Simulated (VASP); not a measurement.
# H2Se (P4mm) in VASP: relaxation of cell and atoms with PBE+D3(BJ)

Aim: the relaxation of cell and atoms of H2Se with PBE+D3(BJ).

Everything below comes from runs of VASP 6.6.1. Logs are shortened: lines on timing, memory, paths and dates and some standing lists are left out, and cuts for length are marked.

**1. The cell of the first run**

Symmetry: P4mm, No. 99, tetragonal system. Conventional cell: a = 3.382 Å, b = 3.382 Å, c = 4.097 Å, α = 90.00°, β = 90.00°, γ = 90.00°. Within 2.4 Å of H (site symmetry 2mm) lie 2 Se at 1.77 Å and 4 H at 2.39 Å. Within 2.4 Å of Se (site symmetry 4mm) lie 4 H at 1.77 Å.

The cell was generated, and may not be a known phase.

**2. Relaxation of cell and atoms, PBE+D3(BJ)**

INCAR

```
SYSTEM = H2Se
PREC = Accurate ; ENCUT = 600
EDIFF = 1E-7 ; ISMEAR = 0
SIGMA = 0.1 ; LREAL = .False.
LASPH = .True. ; NELM = 100
ALGO = Normal ; ISIF = 3
LWAVE = .False. ; LCHARG = .False.
GGA = PE ; IVDW = 12
IBRION = 2 ; NSW = 100
EDIFFG = -0.01
```

KPOINTS

```
Automatic mesh
0
Gamma
  14 14 12
  0 0 0
```

POSCAR

```
H2Se
1.0
    3.3816444843      0.0000000000      0.0000000000
    0.0000000000      3.3816444843      0.0000000000
    0.0000000000      0.0000000000      4.0973584316
H Se
2 1
Direct
    0.0000000000      0.5000000000      0.6964907301
    0.5000000000      0.0000000000      0.6964907301
    0.5000000000      0.5000000000      0.8236784197
```

Potentials or basis: VASP PAW PBE potentials, release 64 (H, Se).

Command:

```bash
cat potpaw_PBE.64/H/POTCAR potpaw_PBE.64/Se/POTCAR > POTCAR
mpirun -np 1 vasp_std > vasp.out
```

OUTCAR:

```text
SYSTEM = H2Se
   PREC = Accurate
   ENCUT = 600
   EDIFF = 1E-7
   ISMEAR = 0
   LREAL = .False.
   LASPH = .True.
   NELM = 100
   ISIF = 3
   GGA = PE
   IVDW = 12
   IBRION = 2
   NSW = 100
   EDIFFG = -0.01
 IVDW          = 12

 ion  position               nearest neighbor table
   1  0.000  0.500  0.696-   3 1.77   3 1.77
   2  0.500  0.000  0.696-   3 1.77   3 1.77
   3  0.500  0.500  0.824-   1 1.77   2 1.77   2 1.77   1 1.77

  LATTYP: Found a simple tetragonal cell.
 ALAT       =     3.3816444843
 C/A-ratio  =     1.2116467153

  Lattice vectors:

 A1 = (   3.3816444843,   0.0000000000,   0.0000000000)
 A2 = (   0.0000000000,   3.3816444843,   0.0000000000)
 A3 = (   0.0000000000,   0.0000000000,   4.0973584316)

Analysis of symmetry for initial positions (statically):
=====================================================================
 Subroutine PRICEL returns:
 Original cell was already a primitive cell.

 Routine SETGRP: Setting up the symmetry group for a
 simple tetragonal supercell.

 Subroutine GETGRP returns: Found  8 space group operations
 (whereof  8 operations were pure point group operations)
 out of a pool of 16 trial point group operations.

The static configuration has the point symmetry C_4v.

Analysis of symmetry for dynamics (positions and initial velocities):
=====================================================================
 Subroutine PRICEL returns:
 Original cell was already a primitive cell.

 Routine SETGRP: Setting up the symmetry group for a
 simple tetragonal supercell.

 Subroutine GETGRP returns: Found  8 space group operations
 (whereof  8 operations were pure point group operations)
 out of a pool of 16 trial point group operations.

The dynamic configuration has the point symmetry C_4v.

 Subroutine INISYM returns: Found  8 space group operations
 (whereof  8 operations are pure point group operations),
 and found     1 'primitive' translations

----------------------------------------------------------------------------------------

                                     Primitive cell

  volume of cell :      46.8554

  direct lattice vectors                    reciprocal lattice vectors
     3.381644484  0.000000000  0.000000000     0.295714113  0.000000000  0.000000000
     0.000000000  3.381644484  0.000000000     0.000000000  0.295714113  0.000000000
     0.000000000  0.000000000  4.097358432     0.000000000  0.000000000  0.244059683

  length of vectors
     3.381644484  3.381644484  4.097358432     0.295714113  0.295714113  0.244059683

  position of ions in fractional coordinates (direct lattice)
     0.000000000  0.500000000  0.696490730
     0.500000000  0.000000000  0.696490730
     0.500000000  0.500000000  0.823678420

  ion indices of the primitive-cell ions
   primitive index   ion index
                 1           1
                 2           2
                 3           3

----------------------------------------------------------------------------------------

 KPOINTS: Automatic mesh

Automatic generation of k-mesh.
 Grid dimensions read from file:
 generate k-points for:   14   14   12

 Generating k-lattice:

  Cartesian coordinates                     Fractional coordinates (reciprocal lattice)
     0.021122437  0.000000000  0.000000000     0.071428571  0.000000000  0.000000000
     0.000000000  0.021122437  0.000000000     0.000000000  0.071428571  0.000000000
     0.000000000  0.000000000  0.020338307     0.000000000  0.000000000  0.083333333

  Length of vectors
     0.021122437  0.021122437  0.020338307

  Shift w.r.t. Gamma in fractional coordinates (k-lattice)
     0.000000000  0.000000000  0.000000000

 Subroutine IBZKPT returns following result:
 ===========================================

 Found    252 irreducible k-points:

 Following reciprocal coordinates:
            Coordinates               Weight
  0.000000  0.000000  0.000000      1.000000
  0.071429  0.000000  0.000000      4.000000
  0.142857  0.000000  0.000000      4.000000
  0.214286  0.000000  0.000000      4.000000
  0.285714  0.000000  0.000000      4.000000
  0.357143  0.000000  0.000000      4.000000
[... 16 lines left out ...]
  0.285714  0.214286  0.000000      8.000000
  0.357143  0.214286  0.000000      8.000000
 [... further k-points ...]
   k-points           NKPTS =    252   k-points in BZ     NKDIM =    252   number of bands    NBANDS=      8
   number of dos      NEDOS =    301   number of ions     NIONS =      3
   total plane-waves  NPLWV =  28224
   dimension x,y,z NGX =    28 NGY =   28 NGZ =   36
   dimension x,y,z NGXF=    56 NGYF=   56 NGZF=   72
   ions per type =               2   1
   NGX,Y,Z   is equivalent  to a cutoff of  13.77, 13.77, 14.61 a.u.
   NGXF,Y,Z  is equivalent  to a cutoff of  27.53, 27.53, 29.21 a.u.
 SYSTEM =  H2Se
   PREC   = accura    normal or accurate (medium, high low for compatibility)
   ISTART =      0    job   : 0-new  1-cont  2-samecut
   ICHARG =      2    charge: 1-file 2-atom 10-const
   ISPIN  =      1    spin polarized calculation?
   LNONCOLLINEAR =      F non collinear calculations
   LSORBIT =      F    spin-orbit coupling
   LASPH  =      T    aspherical Exc in radial PAW
   ENCUT  =  600.0 eV  44.10 Ry    6.64 a.u.   6.75  6.75  8.18*2*pi/ulx,y,z
   NELM   =    100;   NELMIN=  2; NELMDL= -5     # of ELM steps
   EDIFF  = 0.1E-06   stopping-criterion for ELM
   LREAL  =      F    real-space projection
   EDIFFG = -.1E-01   stopping-criterion for IOM
   NSW    =    100    number of steps for IOM
   IBRION =      2    ionic relax: 0-MD 1-quasi-New 2-CG
   NFREE  =      1    steps in history (QN), initial steepest desc. (CG)
   ISIF   =      3    stress and relaxation
   ISYM   =      2    0-nonsym 1-usesym 2-fastsym
   POTIM  = 0.5000    time-step for ionic-motion
   TEBEG  =    0.0;   TEEND  =   0.0 temperature during run
   PSTRESS=    0.0 pullay stress
   NELECT =       8.0000    total number of electrons
   NUPDOWN=      -1.0000    fix difference up-down
   EMIN   =  10.00;   EMAX   =-10.00  energy-range for DOS
   EFERMI =   0.00;   METHOD = LEGACY
   ISMEAR =     0;   SIGMA  =   0.10  broadening in eV -4-tet -1-fermi 0-gaus
   EFERMI_NEDOS =   21; number of points for ismear=-14 and -15
   IALGO  =     38    algorithm
   IMIX   =      4    mixing-type and parameters
     AMIX     =   0.40;   BMIX     =  1.00
     AMIX_MAG =   1.60;   BMIX_MAG =  1.00
  volume/ion in A,a.u.               =      15.62       105.40
  Fermi-wavevector in a.u.,A,eV,Ry     =   0.908207  1.716262 11.222630  0.824840
  Thomas-Fermi vector in A             =   2.032106
   LORBIT       =      0    0 simple, 1 ext, 2 COOP (PROOUT), +10 PAW based schemes
   GGA     = PE    functional components
   LHFCALC =     F    Hartree Fock is set to
   AEXX    =    0.0000 exact exchange contribution
   IVDW    =    12    specifies the selected vdW correction
   LEPSILON=     F    determine dielectric tensor
   LRPA    =     F    only Hartree local field effects (RPA)
 conjugate gradient relaxation of ions
 non-spin polarized calculation
 Gauss-broadening in eV      SIGMA  =   0.10
  energy-cutoff  :      600.00
  volume of cell :       46.86
 maximum number of plane-waves:      1584
 NGX is ok and might be reduce to    28
   NGX = 13   NGY = 13   NGZ = 17

--------------------------------------- Ionic step        1  -------------------------------------------

 number of electron       8.0000000 magnetization

 Free energy of the ion-electron system (eV)
  ---------------------------------------------------
  ext. energy  EPLUGINS =         0.00000000
  ---------------------------------------------------
  free energy    TOTEN  =        -9.38817434 eV

  energy without entropy =       -9.38514986  energy(sigma->0) =       -9.38666210

------------------------ aborting loop because EDIFF is reached ----------------------------------------

 Edisp (eV)   -0.31179

 E8    (eV) :    -0.1071

  FORCE on cell =-STRESS in cart. coord.  units (eV):
  Direction    XX          YY          ZZ          XY          YZ          ZX
  --------------------------------------------------------------------------------------
  -------------------------------------------------------------------------------------
  Total      -0.03920    -0.03920    -0.06269     0.00000    -0.00000     0.00000
  in kB      -1.34050    -1.34050    -2.14359     0.00000    -0.00000     0.00000
  external pressure =       -1.61 kB  Pullay stress =        0.00 kB
[... 104 lines left out ...]
  energy  without entropy=       -9.6981403270  energy(sigma->0) =       -9.69967616

--------------------------------------- Ionic step        4  -------------------------------------------

 number of electron       8.0000000 magnetization

 Free energy of the ion-electron system (eV)
  ---------------------------------------------------
  ext. energy  EPLUGINS =         0.00000000
  ---------------------------------------------------
  free energy    TOTEN  =        -9.38934242 eV

  energy without entropy =       -9.38624952  energy(sigma->0) =       -9.38779597

 E-fermi :   0.2515     XC(G=0):  -7.4358

 val. band max:        0.2423636564   @ k =   0.5000   0.0000   0.1667
 cond. band min:       0.2576721665   @ k =   0.4286   0.0000   0.3333
 fundamental gap:      0.0153085101
 Fermi energy:         0.2515281275

 k-point     1 :       0.0000    0.0000    0.0000
  band No.  band energies     occupation
      1     -14.2728      2.00000
      2      -2.1746      2.00000
      3      -1.2462      2.00000
      4      -0.3783      2.00000
      5      -0.3783      2.00000
      6       3.1186      0.00000
      7       5.0567      0.00000
      8      12.5256      0.00000
[... 243 lines left out ...]
 k-point    24 :       0.3571    0.2143    0.0000
  band No.  band energies     occupation
      1     -12.9519      2.00000
      2      -6.3672      2.00000
      3      -3.9969      2.00000
      4      -0.5739      2.00000
      5       5.5454      0.00000
      6       6.1783      0.00000
      7       6.8171      0.00000
      8       7.6378      0.00000

 [... further k-points ...]

------------------------ aborting loop because EDIFF is reached ----------------------------------------

 Edisp (eV)   -0.31209

 E8    (eV) :    -0.1072

  FORCE on cell =-STRESS in cart. coord.  units (eV):
  Direction    XX          YY          ZZ          XY          YZ          ZX
  --------------------------------------------------------------------------------------
  -------------------------------------------------------------------------------------
  Total       0.02145     0.02145     0.00850     0.00000    -0.00000     0.00000
  in kB       0.73451     0.73451     0.29083     0.00000    -0.00000     0.00000
  external pressure =        0.59 kB  Pullay stress =        0.00 kB
[... 18 lines left out ...]
  FREE ENERGIE OF THE ION-ELECTRON SYSTEM (eV)
  ---------------------------------------------------
  free  energy   TOTEN  =        -9.7014360101 eV

  energy  without entropy=       -9.6983431046  energy(sigma->0) =       -9.69988956

 reached required accuracy - stopping structural energy minimisation
```

Wall time 94 s (1 thread of Intel Xeon 6975P-C (Granite Rapids), shared host); peak memory 0.29 GiB.

Results:

| Property | Result |
| --- | --- |
| Free energy | -9.7014 eV |
| Relaxed volume | 15.60 Å³/atom |
| Relaxed cell | a = 3.383 Å, b = 3.383 Å, c = 4.089 Å, α = 90.00°, β = 90.00°, γ = 90.00° |
| Space group after relaxing (to 0.1 Å) | P4mm (No. 99) |
| Energy gained by relaxing | 0.5 meV/atom |
| Ionic steps | 4 |
| Pressure after relaxing | 0.1 GPa |
| Largest force after relaxing | 0.006 eV/Å |
| Band gap on the k mesh | zero (bands 4 and 5 overlap by 0.69 eV) |
| Dispersion energy per atom | -0.104 eV |

Forces on the atoms (eV/Å):
```
H    0.000  0.000  0.003
H    0.000  0.000  0.003
Se   0.000  0.000 -0.006
```

Step by step:
| step | energy change (eV) | largest force (eV/Å) | pressure (GPa) | volume (Å³) |
| --- | --- | --- | --- | --- |
| 1 | 0.0000 | 0.1293 | -0.16 | 46.86 |
| 2 | -0.0010 | 0.0672 | 0.04 | 46.75 |
| 3 | -0.0012 | 0.0145 | 0.22 | 46.66 |
| 4 | -0.0015 | 0.0064 | 0.06 | 46.80 |

Final structure:
```yaml
crystal:
  lattice:
    - [3.38316, 0.00000, 0.00000]
    - [0.00000, 3.38316, 0.00000]
    - [0.00000, 0.00000, 4.08877]
  atoms:
    - { symbol: H, position: [0.00000, 0.50000, 0.69821] }
    - { symbol: H, position: [0.50000, 0.00000, 0.69821] }
    - { symbol: Se, position: [0.50000, 0.50000, 0.82023] }
```
